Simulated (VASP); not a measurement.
**NaCl3: single point with PBEsol**

The system is NaCl3.

```xyz
8
Lattice="5.4020 0.0000 0.0000 0.0000 5.4020 0.0000 0.0000 0.0000 5.4020" Properties=species:S:1:pos:R:3 pbc="T T T"
Na    2.7010    2.7010    2.7010
Na    0.0000    0.0000    0.0000
Cl    2.7010    0.0000    4.0515
Cl    0.0000    1.3505    2.7010
Cl    0.0000    4.0515    2.7010
Cl    1.3505    2.7010    0.0000
Cl    2.7010    0.0000    1.3505
Cl    4.0515    2.7010    0.0000
```

* Program: VASP 6.6.1
* Task: single point
* Functional: PBEsol
* Potentials or basis: VASP PAW PBE potentials, release 64 (Na_pv, Cl)
* Cutoff: 520 eV
* k mesh: 6 × 6 × 6
* Occupations: methfessel-paxton, width 0.05 eV
* Spin: no spin polarisation

| Property | Result |
| --- | --- |
| Pressure | 0.0 GPa |
| Band gap on the k mesh | zero (band 28 reaches 3.25 eV, above the bottom of band 29 at 0.92 eV) |

Levels at points of the mesh, in eV from the Fermi level:
```
           k point  band 25  band 26  band 27  band 28  band 29  band 30  band 31  band 32
(0.00, 0.00, 0.00)    -0.28    -0.28    -0.28     1.74     1.74     1.74     6.00     7.02
(0.50, 0.00, 0.00)    -0.65    -0.65    -0.08    -0.08     1.72     1.72     6.80     6.80
(0.50, 0.50, 0.00)    -0.55    -0.55    -0.06    -0.06     0.11     1.71     7.70     7.70
(0.50, 0.50, 0.50)    -0.87    -0.87    -0.59    -0.59    -0.59    -0.59     9.05     9.05
```

It took 75 s on 1 thread of Intel(R) Xeon(R) Platinum 8259CL CPU @ 2.50GHz (Skylake/Cascade Lake) (shared host), peak memory 0.27 GiB.

Caveat: the PAW data sets were made with another functional, which shifts forces and pressure a little.
